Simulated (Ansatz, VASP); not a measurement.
**Sn2SeS3 in VASP and in Ansatz**

```xyz
6
Lattice="4.1102 0.0000 0.0000 0.0000 4.1102 0.0000 0.0000 0.0000 9.0674" Properties=species:S:1:pos:R:3 pbc="T T T"
Sn    2.0551    0.0000    6.7026
Sn    0.0000    2.0551    2.3648
Se    2.0551    2.0551    0.0000
S     2.0551    0.0000    3.4798
S     0.0000    2.0551    5.5876
S     0.0000    0.0000    0.0000
```

Change from the starting cell: species swapped into the Zr2Sb3Pd type (P-4m2, No. 115).

Alike in both runs: task single point; functional PBE; k mesh 4 × 4 × 2; occupations gaussian, width 0.1 eV; no spin polarisation.

```csv
,VASP,Ansatz
version,VASP 6.6.1,Ansatz 0.2.0
potentials or method,"VASP PAW PBE potentials, release 64 (Sn_d, Se, S), cutoff 520 eV","scalar-relativistic, plane waves, PAW"
valence electrons in the cell,52,62
```

```csv
,VASP,Ansatz,Ansatz less VASP
gap on the k mesh at the Fermi level (eV),none,none,-
pressure (GPa),-7.5,-7.4,+0.04
"traceless stress, the component that is largest in VASP (GPa)",4.27,4.25,-0.022
rms of the force components (eV/Å),0.505,0.504,-0.0006
```

Atom by atom the forces differ by 0.001 eV/Å (rms over components). A gap of «none» marks a metal or a gap that the smearing closes. VASP's potentials hold 52 valence electrons a cell and Ansatz's 62, so a difference there can come from the potentials and not from the codes.

The k mesh is coarse, so the values compare programs but aren't converged.
